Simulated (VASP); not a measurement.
# NaI in VASP: a series of runs

Aim: see how the results for NaI move with the level of theory and the settings. Levels: PBE, HSE06. Tasks: single point.

All numbers are computed with VASP 6.6.1; they aren't measurements. Logs are shortened: lines on timing, memory, paths and dates and some standing lists are left out, and cuts for length are marked.

### Step 1. The cell of the first run

Symmetry: Imm2, No. 44, orthorhombic system. The conventional cell has a = 4.973 Å, b = 5.048 Å, c = 7.086 Å, α = 90.00°, β = 90.00°, γ = 90.00°. Within 4.0 Å of Na (site symmetry mm2) lie 4 I at 3.07 Å. I (site symmetry mm2) has 4 Na at 3.07 Å within 4.0 Å.

### Step 2. Single point, PBE (shear xy strain +1.5%)

INCAR reads:

```
PREC = Accurate
ENCUT = 520
EDIFF = 1E-6
ISMEAR = 0
SIGMA = 0.01
LREAL = F
LASPH = T
NELM = 100
ALGO = Normal
ISIF = 2
LWAVE = F
LCHARG = F
GGA = PE
NBANDS = 14
```

KPOINTS reads:

```
Automatic mesh
0
Gamma
  4 4 4
```

POSCAR reads:

```
NaI
1.0
    0.0265739373      3.5431916338      3.5431916338
    3.5431916338      0.0265739373      3.5431916338
    3.5697655710      3.5697655710     -0.0000000001
Na I
1 1
Direct
    0.0017155046      0.0017155046     -0.0017155046
    0.2482844954      0.2482844954      0.2517155046
```

Potentials or basis: VASP PAW PBE potentials, release 64 (Na_pv, I).

Run with:

```bash
$ cat potpaw_PBE.64/Na_pv/POTCAR potpaw_PBE.64/I/POTCAR > POTCAR
$ mpirun -np 1 vasp_std > vasp.out
```

OUTCAR:

```text
PREC = Accurate
   ENCUT = 520
   EDIFF = 1E-6
   ISMEAR = 0
   LREAL = F
   LASPH = T
   NELM = 100
   ISIF = 2
   GGA = PE

 ion  position               nearest neighbor table
   1  0.002  0.002  0.998-   2 3.07   2 3.07   2 3.07   2 3.07
   2  0.248  0.248  0.252-   1 3.07   1 3.07   1 3.07   1 3.07

  LATTYP: Found a body centered orthorhombic cell.
 ALAT       =     4.9732484401
 B/A-ratio  =     1.0151133501
 C/A-ratio  =     1.4249003148

  Lattice vectors:

 A1 = (   3.5431916337,   0.0265739372,  -3.5431916339)
 A2 = (  -3.5431916338,  -0.0265739373,  -3.5431916338)
 A3 = (   0.0265739373,   3.5431916338,   3.5431916338)

Analysis of symmetry for initial positions (statically):
=====================================================================
 Subroutine PRICEL returns:
 Original cell was already a primitive cell.

 Routine SETGRP: Setting up the symmetry group for a
 body centered orthorhombic supercell.

 Subroutine GETGRP returns: Found  4 space group operations
 (whereof  4 operations were pure point group operations)
 out of a pool of  8 trial point group operations.

The static configuration has the point symmetry C_2v.

Analysis of symmetry for dynamics (positions and initial velocities):
=====================================================================
 Subroutine PRICEL returns:
 Original cell was already a primitive cell.

 Routine SETGRP: Setting up the symmetry group for a
 body centered orthorhombic supercell.

 Subroutine GETGRP returns: Found  4 space group operations
 (whereof  4 operations were pure point group operations)
 out of a pool of  8 trial point group operations.

The dynamic configuration has the point symmetry C_2v.

 Subroutine INISYM returns: Found  4 space group operations
 (whereof  4 operations are pure point group operations),
 and found     1 'primitive' translations

----------------------------------------------------------------------------------------

                                     Primitive cell

  volume of cell :      88.9589

  direct lattice vectors                    reciprocal lattice vectors
     0.026573937  3.543191634  3.543191634    -0.142182075  0.142182075  0.141115709
     3.543191634  0.026573937  3.543191634     0.142182075 -0.142182075  0.141115709
     3.569765571  3.569765571 -0.000000000     0.140065220  0.140065220 -0.141115709

  length of vectors
     5.010900127  5.010900127  5.048410885     0.245652454  0.245652454  0.243208090
[... 83 lines left out ...]
   TEBEG  =    0.0;   TEEND  =   0.0 temperature during run
   PSTRESS=    0.0 pullay stress
   NELECT =      14.0000    total number of electrons
   NUPDOWN=      -1.0000    fix difference up-down
   EMIN   =  10.00;   EMAX   =-10.00  energy-range for DOS
   EFERMI =   0.00;   METHOD = LEGACY
   ISMEAR =     0;   SIGMA  =   0.01  broadening in eV -4-tet -1-fermi 0-gaus
   EFERMI_NEDOS =   21; number of points for ismear=-14 and -15
   IALGO  =     38    algorithm
   IMIX   =      4    mixing-type and parameters
     AMIX     =   0.40;   BMIX     =  1.00
     AMIX_MAG =   1.60;   BMIX_MAG =  1.00
  volume/ion in A,a.u.               =      44.48       300.16
  Fermi-wavevector in a.u.,A,eV,Ry     =   0.883869  1.670269 10.629192  0.781224
  Thomas-Fermi vector in A             =   2.004692
   LORBIT       =      0    0 simple, 1 ext, 2 COOP (PROOUT), +10 PAW based schemes
   GGA     = PE    functional components
   LHFCALC =     F    Hartree Fock is set to
   AEXX    =    0.0000 exact exchange contribution
   IVDW    =     0    specifies the selected vdW correction
   LEPSILON=     F    determine dielectric tensor
   LRPA    =     F    only Hartree local field effects (RPA)
 non-spin polarized calculation
 Gauss-broadening in eV      SIGMA  =   0.01
  energy-cutoff  :      520.00
  volume of cell :       88.96
 maximum number of plane-waves:      2413
 NGX is ok and might be reduce to    40
   NGX = 19   NGY = 19   NGZ = 19

 number of electron      14.0000001 magnetization

 Free energy of the ion-electron system (eV)
  ---------------------------------------------------
  ext. energy  EPLUGINS =         0.00000000
  ---------------------------------------------------
  free energy    TOTEN  =        -5.28894649 eV

  energy without entropy =       -5.28894649  energy(sigma->0) =       -5.28894649

 E-fermi :  -1.0222     XC(G=0):  -6.4608

 val. band max:       -1.0861673514   @ k =   0.0000   0.0000   0.0000
 cond. band min:       2.7129440738   @ k =   0.0000   0.0000   0.0000
 fundamental gap:      3.7991114251
 Fermi energy:        -1.0222484049

 k-point     1 :       0.0000    0.0000    0.0000
  band No.  band energies     occupation
      1     -23.1994      2.00000
      2     -23.1988      2.00000
      3     -23.1983      2.00000
      4     -11.5403      2.00000
      5      -1.1285      2.00000
      6      -1.1080      2.00000
      7      -1.0862      2.00000
      8       2.7129      0.00000
      9       6.7259      0.00000
     10       6.7910      0.00000
     11       6.8564      0.00000
     12       8.5621      0.00000
     13       8.5635      0.00000
     14       9.8644      0.00000
[... 275 lines left out ...]
      1     -23.2015      2.00000
      2     -23.1997      2.00000
      3     -23.1996      2.00000
      4     -11.3682      2.00000
      5      -1.9742      2.00000
      6      -1.8368      2.00000
      7      -1.5571      2.00000
      8       4.9615      0.00000
      9       6.1609      0.00000
     10       6.4897      0.00000
     11       6.7761      0.00000
     12       9.6620      0.00000
     13      10.1906      0.00000
     14      10.5469      0.00000

------------------------ aborting loop because EDIFF is reached ----------------------------------------

  FORCE on cell =-STRESS in cart. coord.  units (eV):
  Direction    XX          YY          ZZ          XY          YZ          ZX
  --------------------------------------------------------------------------------------
  -------------------------------------------------------------------------------------
  Total        0.2155859      0.2155859      0.2149065     -0.0252240      0.0000000      0.0000000
  in kB        3.8827680      3.8827680      3.8705316     -0.4542924      0.0000000      0.0000000
  external PRESSURE =       3.8786892 kB  Pullay stress =       0.0000000 kB

 VOLUME and BASIS-vectors are now :
 -----------------------------------------------------------------------------
  energy-cutoff  :      520.00
  volume of cell :       88.96
      direct lattice vectors                 reciprocal lattice vectors
     0.026573937  3.543191634  3.543191634    -0.142182075  0.142182075  0.141115709
     3.543191634  0.026573937  3.543191634     0.142182075 -0.142182075  0.141115709
     3.569765571  3.569765571 -0.000000000     0.140065220  0.140065220 -0.141115709

 POSITION                                       TOTAL-FORCE (eV/Angst)
 -----------------------------------------------------------------------------------
      3.56977      3.56977      0.01216         0.000000      0.000000      0.001135
      1.78488      1.78488      1.75944        -0.000000     -0.000000     -0.001135
 -----------------------------------------------------------------------------------
    total drift:                                0.000001      0.000001     -0.000320

  FREE ENERGIE OF THE ION-ELECTRON SYSTEM (eV)
  ---------------------------------------------------
  free  energy   TOTEN  =        -5.2889464888 eV

  energy  without entropy=       -5.2889464888  energy(sigma->0) =       -5.28894649
```

stdout:

```text
POSCAR found type information on POSCAR NaI
 POSCAR found :  2 types and       2 ions
 scaLAPACK will be used
 LDA part: xc-table for (Slater+PW92), standard interpolation
 POSCAR, INCAR and KPOINTS ok, starting setup
 FFT: planning ... GRIDC
 FFT: planning ... GRID_SOFT
 FFT: planning ... GRID
 WAVECAR not read
 entering main loop
```

It took 38 s on 1 thread of Intel Xeon Platinum 8259CL at 2.50GHz (Skylake/Cascade Lake), shared host; peak memory 0.24 GiB.

Results:

```
Free energy            : -5.2889 eV
Pressure               : 0.4 GPa
Band gap on the k mesh : 3.80 eV
```

Levels at points of the mesh, in eV from the valence-band top:
```
           k point  band 4  band 5  band 6  band 7  band 8  band 9  band 10  band 11
(0.00, 0.00, 0.00)  -10.45   -0.04   -0.02    0.00    3.80    7.81     7.88     7.94
(0.50, 0.00, 0.00)  -10.32   -1.24   -0.17   -0.16    5.38    7.59     7.64     7.72
(0.50, 0.50, 0.00)  -10.28   -1.15   -0.45   -0.39    5.16    6.17     9.00    10.38
(0.00, 0.00, 0.50)  -10.33   -1.25   -0.15   -0.13    5.40    7.63     7.68     7.70
(0.50, 0.00, 0.50)  -10.28   -1.15   -0.42   -0.42    5.17    6.17     9.00    10.42
```

Caveat: the cell differs from its parent crystal (shear xy strain +1.5%); spin-orbit coupling is left out, which moves the levels of the heavy elements.

(Continued in part 2 of 2.)
